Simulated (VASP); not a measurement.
A run of VASP 6.6.1 is set up as follows.

Contents of INCAR:

```
SYSTEM = La36HO54
PREC = Accurate
ENCUT = 520
EDIFF = 1E-6
ISMEAR = -1
SIGMA = 0.01
LREAL = Auto
LASPH = .True.
NELM = 80
ALGO = Normal
ISIF = 2
LWAVE = .False.
LCHARG = .False.
GGA = PE
NBANDS = 412
NELECT = 720.0
```

File KPOINTS:

```
Automatic mesh
0
Gamma
  1 1 1
  0 0 0
```

POSCAR

```
La36HO54
1.0
   11.8217180592     -0.0000000912      0.0000000000
   -5.9108589506     10.2379082013      0.0000000000
    0.0000000000      0.0000000000     12.3757188400
La O H
36 54 1
Direct
    0.2220780094      0.1091821830      0.3752967342
    0.1129650214      0.2219824624      0.1234175470
    0.2220499225      0.1092498458      0.8757909269
    0.1108919948      0.2211207808      0.6227536551
    0.2184254824      0.4404150932      0.3761233328
    0.1108970006      0.5535432954      0.1241536115
    0.2227160526      0.4405697991      0.8779459973
    0.1115340536      0.5538907008      0.6260099771
    0.2183633963      0.7742965772      0.3761139784
    0.1130028168      0.8873212658      0.1233950712
    0.2226348083      0.7783567109      0.8779310744
    0.1108955443      0.8861239924      0.6227931599
    0.5552542634      0.1081752345      0.3763780618
    0.4450134001      0.2205906790      0.1244103554
    0.5543188565      0.1105064912      0.8774942764
    0.4418559569      0.2190605046      0.6228771082
    0.5551990880      0.4432957748      0.3763493729
    0.4493765548      0.5609044480      0.1276877785
    0.5542314354      0.4400525974      0.8775345785
    0.4431306130      0.5485323219      0.6267781266
    0.5361442509      0.7663956005      0.3974777637
    0.4492406117      0.8848590824      0.1275736166
    0.5535264209      0.7748516774      0.8735356875
    0.4430083845      0.8908038894      0.6268488821
    0.8894141281      0.1116018697      0.3757145757
    0.7779774471      0.2188113019      0.1236373498
    0.8898803562      0.1130350325      0.8717679120
    0.7763947900      0.2211845507      0.6232560781
    0.8875289275      0.4419128994      0.3754093684
    0.7779130761      0.5553603826      0.1236398874
    0.8899977720      0.4432133240      0.8771052024
    0.7762790568      0.5515933244      0.6232545994
    0.8895222195      0.7740566926      0.3756743722
    0.7891802796      0.8928024393      0.0991071710
    0.8898724724      0.7731273188      0.8718489817
    0.7775500688      0.8868269855      0.6239097293
    0.2228854915      0.1095931815      0.1775828244
    0.1101001375      0.2195539048      0.3222745363
    0.0009820765     -0.0011837900     -0.0004108476
    0.2189514480      0.1076394409      0.6750071576
    0.1112450678      0.2209726051      0.8211358659
   -0.0116706318     -0.0077989141      0.4940611871
    0.2240386426      0.4442782385      0.1766823948
    0.1090068117      0.5526230027      0.3211114964
    0.0006899564      0.3302691297     -0.0006825614
    0.2207081558      0.4419174534      0.6777147636
    0.1138873296      0.5550408669      0.8265502017
   -0.0014894814      0.3288344413      0.4967316052
    0.2238851960      0.7759396567      0.1765817632
    0.1101147500      0.8868757934      0.3221313329
    0.0006157667      0.6665273942     -0.0008609649
    0.2206125685      0.7750593630      0.6778602411
    0.1112976254      0.8866738014      0.8213444194
   -0.0015005878      0.6661803747      0.4965453487
    0.5551337181      0.1074359173      0.1776899164
    0.4445923833      0.2204316106      0.3239994029
    0.3322392640     -0.0013224109     -0.0018946203
    0.5552060046      0.1107373848      0.6778606947
    0.4424303772      0.2193063481      0.8214375418
    0.3312494951     -0.0025269207      0.5019067723
    0.5550366681      0.4439534388      0.1776188591
    0.4419640213      0.5540734992      0.3266246547
    0.3319452810      0.3295894575     -0.0021846652
    0.5551429437      0.4406398112      0.6779421480
    0.4441243889      0.5523100548      0.8222039939
    0.3313556790      0.3300613316      0.5018494780
    0.5734702408      0.7849511094      0.1889796273
    0.4417958392      0.8841743752      0.3264506702
    0.3486274031      0.6724122785      0.0060611661
    0.5527176944      0.7745173445      0.6728046459
    0.4441215342      0.8880781444      0.8223304391
    0.3285809838      0.6625814221      0.4973663324
    0.8888877133      0.1063346025      0.1759943801
    0.7775826371      0.2196749776      0.3215816055
    0.6676364100     -0.0044179930      0.0002872486
    0.8880534533      0.1097403251      0.6759680089
    0.7770606284      0.2214198663      0.8227528926
    0.6638083325     -0.0022728280      0.5006305332
    0.8880517931      0.4421948030      0.1751666173
    0.7774861615      0.5541353770      0.3215231079
    0.6625223632      0.3293635580     -0.0005952473
    0.8909355572      0.4436931455      0.6777400525
    0.7769432929      0.5519385499      0.8228129498
    0.6691536631      0.3326792117      0.5000078738
    0.8889218862      0.7787871899      0.1757852243
    0.7662274336      0.8811719098      0.3215350569
    0.6673092457      0.6683067730      0.0002299143
    0.8881635862      0.7746226219      0.6761845152
    0.7783571464      0.8873093533      0.8241277963
    0.6640982624      0.6623442044      0.5010427953
    0.6920251240      0.8441333995      0.2661861671
```

Potentials or basis: VASP PAW PBE potentials, release 64 (La, O, H).

The run is started by

```bash
$ cat potpaw_PBE.64/La/POTCAR potpaw_PBE.64/O/POTCAR potpaw_PBE.64/H/POTCAR > POTCAR
$ mpirun -np 1 vasp_gam > vasp.out
```

Q: Estimate the largest force.

A: 0.107 eV/Å.

Forces on the atoms (eV/Å):
```
La   0.000  0.001 -0.018
La   0.003 -0.002  0.013
La   0.001  0.001 -0.009
La  -0.001  0.000  0.012
La   0.001 -0.003 -0.013
La  -0.001  0.002  0.014
La  -0.002 -0.003 -0.015
La   0.001  0.001  0.015
La  -0.003  0.001 -0.015
La   0.000  0.002  0.010
La  -0.002  0.002 -0.010
La   0.001  0.000  0.015
La   0.000  0.002 -0.014
La  -0.001  0.000  0.009
La  -0.003  0.002 -0.012
La   0.001 -0.001  0.016
La   0.001  0.001 -0.014
La   0.003 -0.003  0.015
La   0.000 -0.004 -0.013
La  -0.001 -0.002  0.013
La  -0.002 -0.004 -0.006
La  -0.001  0.004  0.016
La  -0.003  0.001 -0.014
La  -0.001  0.001  0.014
La   0.001 -0.005 -0.010
La  -0.003 -0.002  0.014
La   0.001  0.004 -0.017
La  -0.001 -0.002  0.012
La  -0.002  0.000 -0.014
La  -0.003  0.001  0.013
La   0.001  0.000 -0.014
La   0.000  0.000  0.013
La  -0.008  0.004 -0.011
La   0.011  0.002 -0.003
La   0.006  0.000 -0.015
La   0.000  0.003  0.007
O   -0.001 -0.001  0.000
O    0.003  0.000  0.004
O   -0.002 -0.003  0.000
O   -0.001  0.001 -0.003
O   -0.003 -0.001  0.005
O    0.003 -0.002  0.001
O    0.002  0.000 -0.010
O   -0.001  0.000  0.004
O   -0.002 -0.001  0.001
O   -0.002 -0.003 -0.003
O   -0.004  0.003  0.004
O    0.001  0.003  0.003
O    0.004  0.000 -0.005
O    0.005  0.001  0.002
O   -0.001  0.000 -0.004
O   -0.001 -0.004 -0.007
O   -0.003 -0.004  0.004
O    0.002 -0.001  0.001
O    0.002 -0.003 -0.006
O   -0.001 -0.004  0.007
O   -0.002  0.000 -0.001
O    0.000 -0.001 -0.001
O    0.000  0.000  0.003
O    0.000  0.001  0.002
O   -0.002  0.001 -0.001
O   -0.002  0.003  0.000
O    0.000  0.003  0.004
O    0.000  0.002 -0.008
O    0.002  0.002  0.009
O   -0.001  0.000  0.002
O   -0.003  0.000 -0.004
O   -0.001  0.002 -0.002
O    0.001  0.000  0.001
O    0.002  0.005  0.001
O    0.003  0.001  0.001
O    0.004  0.002  0.003
O    0.002 -0.002 -0.001
O    0.000  0.000  0.002
O   -0.002 -0.001 -0.003
O   -0.001  0.000 -0.004
O    0.001  0.000  0.005
O   -0.003 -0.002  0.002
O    0.003  0.000 -0.009
O    0.002  0.000  0.000
O    0.000 -0.002  0.002
O    0.005  0.001 -0.005
O    0.003 -0.001  0.007
O    0.004  0.004  0.002
O   -0.002  0.002 -0.008
O    0.067  0.040  0.073
O    0.000  0.002  0.001
O    0.000 -0.002 -0.003
O   -0.003 -0.003  0.010
O   -0.003 -0.003  0.000
H   -0.065 -0.039 -0.063
```

Caveat: the k points lie up to 0.61 Å⁻¹ apart; the cell carries a net charge on a neutralising background, which shifts energy and pressure.
